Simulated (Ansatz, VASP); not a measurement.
# One calculation of SnTe, two programs

Contents of INCAR:

```
SYSTEM = SnTe
  PREC = Accurate
  ENCUT = 520
  EDIFF = 1E-6
  ISMEAR = -5
  SIGMA = 0.05
  LREAL = .FALSE.
  LASPH = .TRUE.
  NELM = 150
  ALGO = Normal
  ISIF = 2
  LWAVE = .FALSE.
  LCHARG = .TRUE.
  MAGMOM = 0 0 0 0 0 0
  LORBIT = 11
  LSORBIT = .TRUE.
  GGA_COMPAT = .FALSE.
  LORBMOM = .TRUE.
  GGA = PE
  IVDW = 12
  LVHAR = .TRUE.
  NBANDS = 32
```

File KPOINTS:

```
Automatic mesh
0
G
  5 5 5
  0 0 0
```

File POSCAR:

```
SnTe
1.0
    0.0000000000      3.6586665285      3.6586665285
    3.6586665285      0.0000000000      3.6586665285
    3.6586665285      3.6586665285      0.0000000000
Te Sn
1 1
Direct
    0.2488810000      0.2490910000      0.2530040000
   -0.0010650000      0.0075970000     -0.0042960000
```

input.yaml

```yaml
crystal:
  lattice:
    - [0.0, 3.6586665285, 3.6586665285]
    - [3.6586665285, 0.0, 3.6586665285]
    - [3.6586665285, 3.6586665285, 0.0]
  atoms:
    - { symbol: Te, position: [0.248881, 0.249091, 0.253004] }
    - { symbol: Sn, position: [-0.001065, 0.007597, -0.004296] }
kpoints:
  mp_grid: { grid: [5, 5, 5] }
scf:
  occupations: { method: tetrahedron }
hamiltonian:
  xc: pbe
  dispersion: d3bj
  pseudopotentials: { kind: all_electron, lapw: { basis_error: 0.001 } }
magnetization:
  noncollinear: true
  spin_orbit: true
output:
  forces: true
  stress: true
  eigenvalues: true
```

Change from the starting cell: volume scaled by 1.04.

Alike in both runs: task single point; functional PBE; dispersion D3(BJ); k mesh 5 × 5 × 5; occupations tetrahedron; non-collinear spin, spin-orbit coupling.

|  | VASP | Ansatz |
| --- | --- | --- |
| version | VASP 6.6.1 | Ansatz 0.2.0 |
| potentials or method | VASP PAW PBE potentials, release 64 (Te, Sn_d), cutoff 520 eV | all-electron LAPW, relativistic spinors |

|  | VASP | Ansatz | Ansatz less VASP |
| --- | --- | --- | --- |
| pressure (GPa) | -1.7 | -1.7 | +0.01 |
| traceless stress, the component that is largest in VASP (GPa) | 0.14 | 0.13 | -0.003 |
| rms of the force components (eV/Å) | 0.049 | 0.049 | -0.0005 |
| net moment per atom (μB) | 0.00 | 0.00 | 0.000 |

Atom by atom the forces differ by 0.001 eV/Å (rms over components). Ansatz ran all-electron here, and VASP with PAW potentials.
